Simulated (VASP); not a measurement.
Write the native input for VASP 6.6.1 that does the following.

- Task: single point
- Functional: PBE
- Dispersion: D3(BJ)
- Potentials or basis: VASP PAW PBE potentials, release 64 (Ti_sv)
- Cutoff: 520 eV
- k mesh: 18 × 18 × 10
- Occupations: gaussian, width 0.1 eV
- Spin: no spin polarisation
- Dipole correction: no
- Further INCAR settings: ALGO = Fast; EDIFF = 1e-06; NBANDS = 19

The structure of Ti lies in POSCAR:

```
Ti
1.0
    2.8866789193      0.0000000000      0.0000000000
   -1.4433394596      2.4999372767      0.0000000000
    0.0000000000      0.0000000000      4.5740712733
Ti
2
Direct
    0.3333333333      0.6666666667      0.2500000000
    0.6666666667      0.3333333333      0.7500000000
```

These files were run (other wordings do the same):

INCAR

```
PREC = Accurate
ENCUT = 520
EDIFF = 1E-6
ISMEAR = 0
SIGMA = 0.1
LREAL = False
LASPH = True
NELM = 100
ALGO = Fast
ISIF = 2
LWAVE = False
LCHARG = True
GGA = PE
IVDW = 12
LELF = True
LVHAR = True
NBANDS = 19
```

KPOINTS

```
Automatic mesh
0
Gamma
  18 18 10
```

Potentials or basis: VASP PAW PBE potentials, release 64 (Ti_sv).

Run with:

```console
$ cat potpaw_PBE.64/Ti_sv/POTCAR > POTCAR
$ mpirun -np 1 vasp_std > vasp.out
```

Results of the run:

The pressure is -0.5 GPa, the band gap on the k mesh is zero (bands 12 and 13 overlap by 1.13 eV) and the dispersion energy per atom is -0.635 eV.

Wall time 4.1 min on 1 thread of AMD EPYC 9R45 96-Core Processor (Zen 5), with other jobs on the host, peak memory 0.22 GiB.
